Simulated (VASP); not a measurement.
LaAsN4, 12 atoms in the cell. Symmetry: I4_1/amd, No. 141, tetragonal system. Conventional cell: a = 7.259 Å, b = 7.259 Å, c = 6.473 Å, α = 90.00°, β = 90.00°, γ = 90.00°. Within 2.4 Å of N (site symmetry m) lie 1 As at 1.75 Å and 1 La at 2.33 Å. Within 2.3 Å of As (site symmetry -4m2) lie 4 N at 1.75 Å. Within 3.1 Å of La (site symmetry -4m2) lie 8 N at 2.33 to 2.52 Å. 

```yaml
Program: VASP 6.6.1
Task: single point
Functional: PBE
Potentials_or_basis: VASP PAW PBE potentials, release 64 (N, As, La)
Cutoff: 520 eV
k_mesh: 5 × 5 × 5
Occupations: fermi-dirac, width 0.1 eV
Spin: no spin polarisation
Dipole_correction: no
Further_INCAR_settings: ALGO = Normal; EDIFF = 1e-06; NBANDS = 48
```

Potentials or basis: VASP PAW PBE potentials, release 64 (N, As, La).

Run with:

```console
$ cat potpaw_PBE.64/N/POTCAR potpaw_PBE.64/As/POTCAR potpaw_PBE.64/La/POTCAR > POTCAR
$ mpirun -np 1 vasp_std > vasp.out
```

Hardware: 1 thread of Intel(R) Xeon(R) Platinum 8488C (Sapphire Rapids), on a shared host.

Question: Estimate the wall time of this run.

Answer: Run time: 4.2 min on 1 thread of Intel(R) Xeon(R) Platinum 8488C (Sapphire Rapids), on a shared host, peak memory 0.39 GiB. Counts: scf iterations 15, k points 18.
